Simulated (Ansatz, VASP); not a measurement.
**Sc3H: VASP beside Ansatz**

```
CELL_PARAMETERS angstrom
4.33100 0.00000 0.00000
0.00000 4.33100 0.00000
0.00000 0.00000 4.33100
ATOMIC_POSITIONS crystal
Sc 0.00000 0.50000 0.50000
Sc 0.50000 0.00000 0.50000
Sc 0.50000 0.50000 0.00000
H 0.00000 0.00000 0.00000
```

Alike in both runs: functional PBE; k mesh 4 × 4 × 4; occupations gaussian, width 0.1 eV; no spin polarisation.

Ansatz relaxed the structure, and its values are those at the end. VASP's run is a single point on that final structure, the one shown.

|  | VASP | Ansatz |
| --- | --- | --- |
| version | VASP 6.6.1 | Ansatz 0.2.0 |
| potentials or method | VASP PAW PBE potentials, release 64 (Sc_sv, H), cutoff 520 eV | scalar-relativistic, plane waves, PAW |
| valence electrons in the cell | 34 | 34 |

VASP gave:

* gap on the k mesh at the Fermi level (eV): none
* pressure (GPa): 0.1

Q: Estimate Ansatz's values.

A: gap on the k mesh at the Fermi level (eV): none; pressure (GPa): 0.2.

A gap of «none» marks a metal or a gap that the smearing closes.

The k mesh is coarse, so the values compare programs but aren't converged.
